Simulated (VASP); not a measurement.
Wanted: the native input for a VASP 6.6.1 run.

| Quantity | Value |
| --- | --- |
| Task | single point |
| Functional | PBE |
| Potentials or basis | VASP PAW PBE potentials, release 64 (Y_sv, N) |
| Cutoff | 520 eV |
| k mesh | 6 × 6 × 4 |
| Occupations | gaussian, width 0.1 eV |
| Spin | no spin polarisation |
| Dipole correction | no |
| Further INCAR settings | ALGO = Normal; EDIFF = 1e-06; NBANDS = 39 |

The structure of Y5N lies in POSCAR:

```
Y5N
1.0
    6.1876209566     -0.0000000032      0.0000000000
   -3.0938104756      5.3586369390      0.0000000000
    0.0000000000      0.0000000000      6.0356180079
Y N
5 1
Direct
    0.6666666667      0.3333333333      0.0000000000
    0.5000000000      0.0000000000      0.5000000000
    0.5000000000      0.5000000000      0.5000000000
    0.0000000000      0.5000000000      0.5000000000
    0.3333333333      0.6666666667      0.0000000000
    0.0000000000      0.0000000000      0.0000000000
```

The cell was generated, and may not be a known phase.

One way to write it, as run:

INCAR

```
SYSTEM = Y5N
  PREC = Accurate
  ENCUT = 520
  EDIFF = 1E-6
  ISMEAR = 0
  SIGMA = 0.1
  LREAL = .FALSE.
  LASPH = .TRUE.
  NELM = 100
  ALGO = Normal
  ISIF = 2
  LWAVE = .FALSE.
  LCHARG = .FALSE.
  GGA = PE
  NBANDS = 39
```

KPOINTS

```
Automatic mesh
0
G
  6 6 4
  0 0 0
```

Potentials or basis: VASP PAW PBE potentials, release 64 (Y_sv, N).

Run with:

```console
$ cat potpaw_PBE.64/Y_sv/POTCAR potpaw_PBE.64/N/POTCAR > POTCAR
$ mpirun -np 1 vasp_std > vasp.out
```

It gave:

```yaml
Pressure: -0.1 GPa
Band_gap_on_the_k_mesh: zero (bands 30 and 31 overlap by 0.32 eV)
```

It took 2.5 min on 1 thread of Intel(R) Xeon(R) Platinum 8488C (Sapphire Rapids), with other jobs on the host, peak memory 0.4 GiB.
